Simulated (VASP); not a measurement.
A run of VASP 6.6.1 is set up as follows.

Contents of INCAR:

```
SYSTEM = ZrB
ALGO = Normal ; EDIFF = 1E-6
ENCUT = 520 ; GGA = PE
ISIF = 2 ; ISMEAR = 0
ISPIN = 2 ; LASPH = .True.
LCHARG = .False. ; LMAXMIX = 4
LORBIT = 11 ; LREAL = .False.
LWAVE = .False. ; MAGMOM = 1 1 1 0 0 0
NBANDS = 36 ; NELM = 150
PREC = Accurate ; SIGMA = 0.1
```

KPOINTS

```
k-points
0
Gamma
  6 6 4
  0 0 0
```

The input POSCAR:

```
ZrB
1.0
    5.2066856795      0.0000000000      0.0000000000
   -2.6033428397      4.5091220679      0.0000000000
    0.0000000000      0.0000000000      3.8007026398
Zr B
3 3
Direct
    0.0000000000      0.0000000000      0.0000000000
    0.3333333333      0.6666666667      0.5000000000
    0.6666666667      0.3333333333      0.5000000000
    0.5000000000      0.0000000000      0.0000000000
    0.5000000000      0.5000000000      0.0000000000
    0.0000000000      0.5000000000      0.0000000000
```

Potentials or basis: VASP PAW PBE potentials, release 64 (Zr_sv, B).

Run with:

```sh
$ cat potpaw_PBE.64/Zr_sv/POTCAR potpaw_PBE.64/B/POTCAR > POTCAR
$ mpirun -np 1 vasp_std > vasp.out
```

Task: Predict the pressure.

Result: 0.3 GPa.

Task: Estimate the net moment.

Result: 0.01 μB per cell.

Stress tensor (GPa, compression positive):
```
-0.03  0.00  0.00
 0.00 -0.03  0.00
 0.00  0.00  0.87
```

Caveat: the k points lie up to 0.41 Å⁻¹ apart.
